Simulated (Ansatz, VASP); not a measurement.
## BN in VASP and in Ansatz

File POSCAR:

```
BN
1.0
    0.0000000000      1.8048254535      1.8221517779
    1.8048254535      0.0000000000      1.8221517779
    1.8048254535      1.8048254535      0.0000000000
B N
1 1
Direct
    0.0000000000      0.0000000000      0.0000000000
    0.2500000000      0.2500000000      0.2500000000
```

INCAR.step1

```
SYSTEM = BN
ALGO     = Normal         ! electronic algorithm
EDIFF    = 1E-4           ! SCF threshold, eV
ENCUT    = 520            ! plane-wave cutoff, eV
GGA      = PE             ! functional
ISMEAR   = 0              ! smearing method
LASPH    = .TRUE.         ! aspherical terms in the spheres
LCHARG   = .FALSE.        ! write CHGCAR
LREAL    = .FALSE.        ! projectors in reciprocal space
LWAVE    = .TRUE.         ! write WAVECAR
NBANDS   = 11             ! bands
NELM     = 60             ! most SCF steps
PREC     = Accurate       ! precision mode
SIGMA    = 0.01           ! smearing width, eV
```

The input INCAR.step2:

```
SYSTEM = BN
ALGO     = Normal         ! electronic algorithm
EDIFF    = 1E-6           ! SCF threshold, eV
ENCUT    = 520            ! plane-wave cutoff, eV
ISIF     = 2              ! what is computed and relaxed
ISMEAR   = 0              ! smearing method
ISTART   = 1            
LASPH    = .TRUE.         ! aspherical terms in the spheres
LCHARG   = .TRUE.         ! write CHGCAR
LELF     = .TRUE.         ! ELF
LMIXTAU  = .TRUE.       
LREAL    = .FALSE.        ! projectors in reciprocal space
LVHAR    = .TRUE.       
LWAVE    = .FALSE.        ! write WAVECAR
METAGGA  = R2SCAN         ! meta-GGA
NBANDS   = 11             ! bands
NELM     = 60             ! most SCF steps
PREC     = Accurate       ! precision mode
SIGMA    = 0.01           ! smearing width, eV
```

The input KPOINTS:

```
k-points
0
G
  12 12 12
  0 0 0
```

Input for Ansatz:

```yaml
crystal:
  lattice:
    - [0.0, 1.8048254535, 1.8221517779]
    - [1.8048254535, 0.0, 1.8221517779]
    - [1.8048254535, 1.8048254535, 0.0]
  atoms:
    - { symbol: B, position: [0.0, 0.0, 0.0] }
    - { symbol: "N", position: [0.25, 0.25, 0.25] }
kpoints:
  mp_grid: { grid: [12, 12, 12] }
  band_path:
    path:
      - [0.0, 0.0, 0.0]
      - [-0.5, -0.5, 0.0]
      - [-0.375, -0.375, 0.25]
      - [-0.375, 0.0, 0.375]
      - [0.0, 0.0, 0.5]
      - [-0.5, -0.25, 0.25]
    npoints: 1
hamiltonian:
  xc: r2scan
scf:
  occupations: { method: fixed }
  n_extra_bands: 4
output:
  forces: true
  stress: true
  eigenvalues: true
```

Change from the starting cell: uniaxial_z strain +1.0%.

Alike in both runs: task single point; functional r2SCAN; k mesh 12 × 12 × 12; no spin polarisation.

|  | VASP | Ansatz |
| --- | --- | --- |
| version | VASP 6.6.1 | Ansatz 0.2.0 |
| potentials or method | VASP PAW PBE potentials, release 64 (B, N) | plane waves, PAW |
| plane-wave cutoff (eV) | 520 | 500 |
| occupations | gaussian, width 0.01 eV | fixed |
| valence electrons in the cell | 8 | 8 |

Ansatz gave:

```
gap on the k mesh at the Fermi level (eV)                     : 4.90
pressure (GPa)                                                : -3.7
traceless stress, the component that is largest in VASP (GPa) : -4.14
```

Task: Estimate VASP's values.

Result: gap on the k mesh at the Fermi level (eV): 4.88; pressure (GPa): -2.6; traceless stress, the component that is largest in VASP (GPa): -4.13.

VASP's potentials were made for PBE, not for r2SCAN.
